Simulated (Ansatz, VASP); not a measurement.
## Two plane-wave programs on TiO2

```
Ti O
1.0
     4.73526    0.00000    0.00000
     0.00000    4.73526    0.00000
     0.00000    0.00000    3.08297
Ti O
2 4
Direct
  0.50000 0.50000 0.00000
  0.00000 0.00000 0.50000
  0.69130 0.69130 0.50000
  0.80870 0.19130 0.00000
  0.19130 0.80870 0.00000
  0.30870 0.30870 0.50000
```

Change from the starting cell: equal strain along all axes, cell held, atoms relaxed: +3.0 %.

Alike in both runs: functional r2SCAN; k mesh 6 × 6 × 8; occupations gaussian, width 0.02 eV; no spin polarisation; Hubbard terms Ti d U = 4.0 eV.

Ansatz relaxed the structure, and its values are those at the end. VASP's run is a single point on that final structure, the one shown.

|  | VASP | Ansatz |
| --- | --- | --- |
| version | VASP 6.6.1 | Ansatz 0.2.0 |
| potentials or method | VASP PAW PBE potentials, release 64 (Ti_sv, O), cutoff 520 eV | scalar-relativistic, plane waves, PAW |
| valence electrons in the cell | 48 | 48 |

```tsv
	VASP	Ansatz	Ansatz less VASP
gap on the k mesh at the Fermi level (eV)	2.62	2.54	-0.082
least direct gap on the mesh (eV)	2.62	2.57	-0.049
pressure (GPa)	-13.7	-17.1	-3.45
rms of the force components (eV/Å)	0.080	0.001	-0.0787
```

VASP's potentials were made for PBE, not for r2SCAN. The programs project onto different local orbitals, so the same U acts differently, and such runs can settle in different states. Ansatz's warnings: stress scf threshold loose.
